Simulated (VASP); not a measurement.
Set up this calculation in VASP 6.6.1, as the native input.

| Quantity | Value |
| --- | --- |
| Task | single point |
| Functional | r2SCAN |
| Potentials or basis | VASP PAW PBE potentials, release 64 (Al, N) |
| Cutoff | 520 eV |
| k mesh | 9 × 9 × 2 |
| Occupations | gaussian, width 0.01 eV |
| Spin | no spin polarisation |
| Dipole correction | no |
| Further INCAR settings | ALGO = Normal; EDIFF = 1e-07; NBANDS = 26 |

Crystal: AlN.

```
Al N
1.0
     3.03394    0.00000    0.00000
    -1.51697    2.62747    0.00000
     0.00000    0.00000    9.82911
Al N
4 4
Direct
  0.00000 0.00000 0.99873
  0.33333 0.66667 0.24984
  0.00000 0.00000 0.49873
  0.66667 0.33333 0.74984
  0.00000 0.00000 0.18821
  0.33333 0.66667 0.43822
  0.00000 0.00000 0.68821
  0.66667 0.33333 0.93822
```

The input as run:

POSCAR

```
AlN
1.0
    3.0339378462      0.0000000000      0.0000000000
   -1.5169689231      2.6274672483      0.0000000000
    0.0000000000      0.0000000000      9.8291113108
Al N
4 4
Direct
    0.0000000000      0.0000000000     -0.0012654044
    0.3333333333      0.6666666667      0.2498392886
    0.0000000000      0.0000000000      0.4987345956
    0.6666666667      0.3333333333      0.7498392886
    0.0000000000      0.0000000000      0.1882105911
    0.3333333333      0.6666666667      0.4382155246
    0.0000000000      0.0000000000      0.6882105911
    0.6666666667      0.3333333333      0.9382155246
```

INCAR.step1

```
PREC = Accurate
ENCUT = 520
ISMEAR = 0
SIGMA = 0.01
LREAL = F
LASPH = T
NELM = 80
NBANDS = 26
GGA = PE
ALGO = Normal
EDIFF = 1E-4
LWAVE = T
LCHARG = F
```

INCAR.step2

```
PREC = Accurate
ENCUT = 520
EDIFF = 1E-7
ISMEAR = 0
SIGMA = 0.01
LREAL = F
LASPH = T
NELM = 80
ALGO = Normal
ISIF = 2
LWAVE = F
LCHARG = T
METAGGA = R2SCAN
LMIXTAU = T
LELF = T
LVHAR = T
NBANDS = 26
ISTART = 1
```

KPOINTS

```
Automatic mesh
0
Gamma
  9 9 2
```

Potentials or basis: VASP PAW PBE potentials, release 64 (Al, N).

The run is started by

```console
$ cat potpaw_PBE.64/Al/POTCAR potpaw_PBE.64/N/POTCAR > POTCAR
$ cp INCAR.step1 INCAR
$ mpirun -np 1 vasp_std > vasp.out
$ cp INCAR.step2 INCAR
$ mpirun -np 1 vasp_std > vasp.out
```

It gave:

The pressure is 14.4 GPa. The largest force is 0.027 eV/Å and the band gap on the k mesh is 4.89 eV (least direct gap 5.47 eV).

Caveat: the cell stands under pressure; the PAW data sets were made with another functional, which shifts forces and pressure a little; an odd mesh through Γ misses points on the zone boundary, where band edges can lie.

It took 5 min on 1 thread of Intel Xeon 8259CL (shared host), peak memory 0.22 GiB.
